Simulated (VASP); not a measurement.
# CdF2 (Fm-3m) in VASP: further runs

Runs on CdF2. Level: LDA. Tasks: single point.

All numbers are computed with VASP 6.6.1; they aren't measurements. Logs are shortened: lines on timing, memory, paths and dates and some standing lists are left out, and cuts for length are marked.

**1. The cell of the first run**

The structure is cubic, space group Fm-3m (No. 225). Conventional cell: a = 5.352 Å, b = 5.352 Å, c = 5.352 Å, α = 90.00°, β = 90.00°, γ = 90.00°. Cd (site symmetry m-3m) has 8 F at 2.32 Å within 3.1 Å. Within 3.1 Å of F (site symmetry -43m) lie 4 Cd at 2.32 Å and 6 F at 2.68 Å.

**2. Single point, LDA**

INCAR

```
SYSTEM = CdF2
ALGO = Normal ; EDIFF = 1E-6
ENCUT = 600 ; GGA = CA
GGA_COMPAT = .FALSE. ; ISIF = 2
ISMEAR = -1 ; LASPH = .TRUE.
LCHARG = .TRUE. ; LELF = .TRUE.
LREAL = .FALSE. ; LVHAR = .TRUE.
LWAVE = .FALSE. ; NBANDS = 24
NELM = 120 ; PREC = Accurate
SIGMA = 0.05
```

KPOINTS

```
k-points
0
G
  9 9 9
  0 0 0
```

POSCAR

```
CdF2
1.0
    0.0000000000      2.6759189183      2.6759189183
    2.6759189183      0.0000000000      2.6759189183
    2.6759189183      2.6759189183      0.0000000000
Cd F
1 2
Direct
    0.0000000000      0.0000000000      0.0000000000
    0.7500000000      0.7500000000      0.7500000000
    0.2500000000      0.2500000000      0.2500000000
```

Potentials or basis: VASP PAW LDA potentials, release 64 (Cd_sv_GW, F).

Launch:

```console
cat potpaw_LDA.64/Cd_sv_GW/POTCAR potpaw_LDA.64/F/POTCAR > POTCAR
mpirun -np 1 vasp_std > vasp.out
```

OUTCAR:

```text
SYSTEM = CdF2
   EDIFF = 1E-6
   ENCUT = 600
   GGA = CA
   ISIF = 2
   ISMEAR = -1
   LASPH = .TRUE.
   LREAL = .FALSE.
   NELM = 120
   PREC = Accurate

 ion  position               nearest neighbor table
   1  0.000  0.000  0.000-
   2  0.750  0.750  0.750-
   3  0.250  0.250  0.250-

  LATTYP: Found a face centered cubic cell.
 ALAT       =     5.3518378366

  Lattice vectors:

 A1 = (   0.0000000000,   2.6759189183,   2.6759189183)
 A2 = (   2.6759189183,   0.0000000000,   2.6759189183)
 A3 = (   2.6759189183,   2.6759189183,   0.0000000000)

Analysis of symmetry for initial positions (statically):
=====================================================================
 Subroutine PRICEL returns:
 Original cell was already a primitive cell.

 Routine SETGRP: Setting up the symmetry group for a
 face centered cubic supercell.

 Subroutine GETGRP returns: Found 48 space group operations
[... 9 lines left out ...]

 Routine SETGRP: Setting up the symmetry group for a
 face centered cubic supercell.

 Subroutine GETGRP returns: Found 48 space group operations
[... 11 lines left out ...]
                                     Primitive cell

  volume of cell :      38.3221

  direct lattice vectors                    reciprocal lattice vectors
     0.000000000  2.675918918  2.675918918    -0.186851700  0.186851700  0.186851700
     2.675918918  0.000000000  2.675918918     0.186851700 -0.186851700  0.186851700
     2.675918918  2.675918918  0.000000000     0.186851700  0.186851700 -0.186851700

  length of vectors
     3.784320826  3.784320826  3.784320826     0.323636639  0.323636639  0.323636639

  position of ions in fractional coordinates (direct lattice)
     0.000000000  0.000000000  0.000000000
     0.750000000  0.750000000  0.750000000
     0.250000000  0.250000000  0.250000000

  ion indices of the primitive-cell ions
   primitive index   ion index
                 1           1
                 2           2
                 3           3

----------------------------------------------------------------------------------------

 KPOINTS: k-points

Automatic generation of k-mesh.
 Grid dimensions read from file:
 generate k-points for:    9    9    9

 Generating k-lattice:

[... 47 lines left out ...]
   dimension x,y,z NGXF=    60 NGYF=   60 NGZF=   60
   ions per type =               1   2
   NGX,Y,Z   is equivalent  to a cutoff of  13.18, 13.18, 13.18 a.u.
   NGXF,Y,Z  is equivalent  to a cutoff of  26.36, 26.36, 26.36 a.u.
 SYSTEM =  CdF2
   PREC   = accura    normal or accurate (medium, high low for compatibility)
   ISTART =      0    job   : 0-new  1-cont  2-samecut
   ICHARG =      2    charge: 1-file 2-atom 10-const
   ISPIN  =      1    spin polarized calculation?
   LNONCOLLINEAR =      F non collinear calculations
   LSORBIT =      F    spin-orbit coupling
   LASPH  =      T    aspherical Exc in radial PAW
   ENCUT  =  600.0 eV  44.10 Ry    6.64 a.u.   7.56  7.56  7.56*2*pi/ulx,y,z
   NELM   =    120;   NELMIN=  2; NELMDL= -5     # of ELM steps
   EDIFF  = 0.1E-05   stopping-criterion for ELM
   LREAL  =      F    real-space projection
   EDIFFG = 0.1E-04   stopping-criterion for IOM
   NSW    =      0    number of steps for IOM
   IBRION =     -1    ionic relax: 0-MD 1-quasi-New 2-CG
   NFREE  =      0    steps in history (QN), initial steepest desc. (CG)
   ISIF   =      2    stress and relaxation
   ISYM   =      2    0-nonsym 1-usesym 2-fastsym
   POTIM  = 0.5000    time-step for ionic-motion
   TEBEG  =    0.0;   TEEND  =   0.0 temperature during run
   PSTRESS=    0.0 pullay stress
   NELECT =      34.0000    total number of electrons
   NUPDOWN=      -1.0000    fix difference up-down
   EMIN   =  10.00;   EMAX   =-10.00  energy-range for DOS
   EFERMI =   0.00;   METHOD = LEGACY
   ISMEAR =    -1;   SIGMA  =   0.05  broadening in eV -4-tet -1-fermi 0-gaus
   EFERMI_NEDOS =   21; number of points for ismear=-14 and -15
   IALGO  =     38    algorithm
   IMIX   =      4    mixing-type and parameters
     AMIX     =   0.40;   BMIX     =  1.00
     AMIX_MAG =   1.60;   BMIX_MAG =  1.00
  volume/ion in A,a.u.               =      12.77        86.20
  Fermi-wavevector in a.u.,A,eV,Ry     =   1.573083  2.972695 33.668825  2.474589
  Thomas-Fermi vector in A             =   2.674420
   LORBIT       =      0    0 simple, 1 ext, 2 COOP (PROOUT), +10 PAW based schemes
   GGA     = CA    functional components
   LHFCALC =     F    Hartree Fock is set to
   AEXX    =    0.0000 exact exchange contribution
   IVDW    =     0    specifies the selected vdW correction
   LEPSILON=     F    determine dielectric tensor
   LRPA    =     F    only Hartree local field effects (RPA)
 non-spin polarized calculation
  energy-cutoff  :      600.00
  volume of cell :       38.32
 maximum number of plane-waves:      1299
   NGX = 15   NGY = 15   NGZ = 15

 number of electron      34.0000003 magnetization

 Free energy of the ion-electron system (eV)
  ---------------------------------------------------
  ext. energy  EPLUGINS =         0.00000000
  ---------------------------------------------------
  free energy    TOTEN  =       -12.80983385 eV

  energy without entropy =      -12.80983385  energy(sigma->0) =      -12.80983385

 E-fermi :   1.4994     XC(G=0): -11.4073

 val. band max:        0.4035156335   @ k =  -0.3333   0.4444   0.2222
 cond. band min:       3.3169183779   @ k =   0.0000   0.0000   0.0000
 fundamental gap:      2.9134027443
 Fermi energy:         1.4994205749

 k-point     1 :       0.0000    0.0000    0.0000
  band No.  band energies     occupation
      1     -97.2816      2.00000
      2     -58.7012      2.00000
      3     -58.7012      2.00000
      4     -58.7012      2.00000
      5     -20.1289      2.00000
      6     -18.8923      2.00000
[... 637 lines left out ...]
     23      19.9136      0.00000
     24      20.9854      0.00000

 [... further k-points ...]
[... 5 lines left out ...]
  --------------------------------------------------------------------------------------
  -------------------------------------------------------------------------------------
  Total       -1.0042754     -1.0042754     -1.0042754     -0.0000000     -0.0000000      0.0000000
  in kB      -41.9869743    -41.9869743    -41.9869743     -0.0000000     -0.0000000      0.0000000
  external PRESSURE =     -41.9869743 kB  Pullay stress =       0.0000000 kB

 VOLUME and BASIS-vectors are now :
 -----------------------------------------------------------------------------
  energy-cutoff  :      600.00
  volume of cell :       38.32
      direct lattice vectors                 reciprocal lattice vectors
     0.000000000  2.675918918  2.675918918    -0.186851700  0.186851700  0.186851700
     2.675918918  0.000000000  2.675918918     0.186851700 -0.186851700  0.186851700
     2.675918918  2.675918918  0.000000000     0.186851700  0.186851700 -0.186851700

 POSITION                                       TOTAL-FORCE (eV/Angst)
 -----------------------------------------------------------------------------------
      0.00000      0.00000      0.00000        -0.000000     -0.000000     -0.000000
      4.01388      4.01388      4.01388        -0.000000     -0.000000     -0.000000
      1.33796      1.33796      1.33796         0.000000      0.000000      0.000000
 -----------------------------------------------------------------------------------
    total drift:                                0.000000     -0.000000     -0.000000

  FREE ENERGIE OF THE ION-ELECTRON SYSTEM (eV)
  ---------------------------------------------------
  free  energy   TOTEN  =       -12.8098338515 eV

  energy  without entropy=      -12.8098338514  energy(sigma->0) =      -12.80983385
```

OSZICAR:

```text
N       E                     dE             d eps       ncg     rms          rms(c)
DAV:   1     0.607350284703E+03    0.60735E+03   -0.21444E+04  1744   0.213E+03
DAV:   2     0.430694328369E+02   -0.56428E+03   -0.50791E+03  1688   0.669E+02
DAV:   3    -0.118091004883E+02   -0.54879E+02   -0.54091E+02  2448   0.228E+02
DAV:   4    -0.142654884404E+02   -0.24564E+01   -0.24557E+01  1984   0.530E+01
DAV:   5    -0.143359931953E+02   -0.70505E-01   -0.70501E-01  2424   0.851E+00    0.133E+01
DAV:   6    -0.128614284696E+02    0.14746E+01   -0.34253E+00  2520   0.459E+01    0.113E+01
DAV:   7    -0.128406096185E+02    0.20819E-01   -0.38801E-01  1952   0.674E+00    0.745E+00
DAV:   8    -0.128182859066E+02    0.22324E-01   -0.14241E-01  2216   0.527E+00    0.133E+00
DAV:   9    -0.128098751043E+02    0.84108E-02   -0.31854E-02  2432   0.391E+00    0.163E-01
DAV:  10    -0.128098294258E+02    0.45679E-04   -0.15701E-03  2544   0.586E-01    0.110E-01
DAV:  11    -0.128098347982E+02   -0.53724E-05   -0.71264E-05  2712   0.191E-01    0.414E-02
DAV:  12    -0.128098338515E+02    0.94671E-06   -0.60303E-06  2288   0.366E-02
   1 F= -.12809834E+02 E0= -.12809834E+02  d E =-.678319E-10
```

Run time: 25 s. Hardware: 1 thread of AMD EPYC 9R45 (Zen 5), shared host; peak memory 0.15 GiB.

Results:

```
Free energy            : -12.8098 eV
Pressure               : -4.2 GPa
Band gap on the k mesh : 2.91 eV, indirect (least direct gap 3.34 eV)
```

Levels at points of the mesh, in eV from the valence-band top:
```tsv
k point	band 15	band 16	band 17	band 18	band 19	band 20
(0.00, 0.00, 0.00)	-0.42	-0.42	-0.42	2.91	12.43	12.43
```

(Continued in part 2 of 2.)
